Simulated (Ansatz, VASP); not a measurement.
**Two plane-wave programs on Si2Ge2P**

File INCAR:

```
PREC = Accurate
ENCUT = 520
EDIFF = 1E-6
ISMEAR = 0
SIGMA = 0.2
LREAL = False
LASPH = True
NELM = 80
ALGO = Normal
ISIF = 2
LWAVE = False
LCHARG = True
GGA = PE
LELF = True
LVHAR = True
NBANDS = 52
```

File KPOINTS:

```
Automatic mesh
0
Gamma
  6 4 4
```

File POSCAR:

```
Si2Ge2P
1.0
    3.5236223587      0.0000000000      0.0000000000
    0.0000000000      6.1030929520      0.0000000000
    0.0000000000      0.0000000000      8.0709333364
Si Ge P
4 4 2
Direct
    0.5000000000      0.1666666667      0.8231865538
    1.0000000000      0.6666666667      0.8231865538
    1.0000000000      0.3333333333      0.1768134462
    0.5000000000      0.8333333333      0.1768134462
    0.5000000000      0.1666666667      0.3887755670
    1.0000000000      0.6666666667      0.3887755670
    1.0000000000      0.3333333333      0.6112244330
    0.5000000000      0.8333333333      0.6112244330
    0.0000000000      0.0000000000      0.0000000000
    0.5000000000      0.5000000000      0.0000000000
```

Input for Ansatz:

```yaml
crystal:
  lattice:
    - [3.5236223587, 0.0, 0.0]
    - [0.0, 6.103092952, 0.0]
    - [0.0, 0.0, 8.0709333364]
  atoms:
    - { symbol: Si, position: [0.5, 0.1666666667, 0.8231865538] }
    - { symbol: Si, position: [1.0, 0.6666666667, 0.8231865538] }
    - { symbol: Si, position: [1.0, 0.3333333333, 0.1768134462] }
    - { symbol: Si, position: [0.5, 0.8333333333, 0.1768134462] }
    - { symbol: Ge, position: [0.5, 0.1666666667, 0.388775567] }
    - { symbol: Ge, position: [1.0, 0.6666666667, 0.388775567] }
    - { symbol: Ge, position: [1.0, 0.3333333333, 0.611224433] }
    - { symbol: Ge, position: [0.5, 0.8333333333, 0.611224433] }
    - { symbol: P, position: [0.0, 0.0, 0.0] }
    - { symbol: P, position: [0.5, 0.5, 0.0] }
basis:
  ecutwfc: 420
kpoints:
  mp_grid: { grid: [6, 4, 4] }
hamiltonian:
  xc: pbe
scf:
  occupations: { method: gaussian, width: 0.2 }
  lower_state_search: "off"
output:
  forces: true
  stress: true
  eigenvalues: true
```

Alike in both runs: task single point; functional PBE; k mesh 6 × 4 × 4; occupations gaussian, width 0.2 eV; no spin polarisation.

```csv
,VASP,Ansatz
version,VASP 6.6.1,Ansatz 0.2.0
potentials or method,"VASP PAW PBE potentials, release 64 (Si, Ge_d, P), cutoff 520 eV","scalar-relativistic, plane waves, PAW"
valence electrons in the cell,82,82
```

Ansatz gave:

| Item | Value |
| --- | --- |
| gap on the k mesh at the Fermi level (eV) | none |
| pressure (GPa) | -0.1 |
| traceless stress, the component that is largest in VASP (GPa) | 0.36 |
| rms of the force components (eV/Å) | 0.004 |

Problem. Which values does VASP return?

Solution. gap on the k mesh at the Fermi level (eV): none; pressure (GPa): -0.1; traceless stress, the component that is largest in VASP (GPa): 0.36; rms of the force components (eV/Å): 0.005.

Atom by atom the forces differ by 0.003 eV/Å (rms over components). A gap of «none» marks a metal or a gap that the smearing closes.
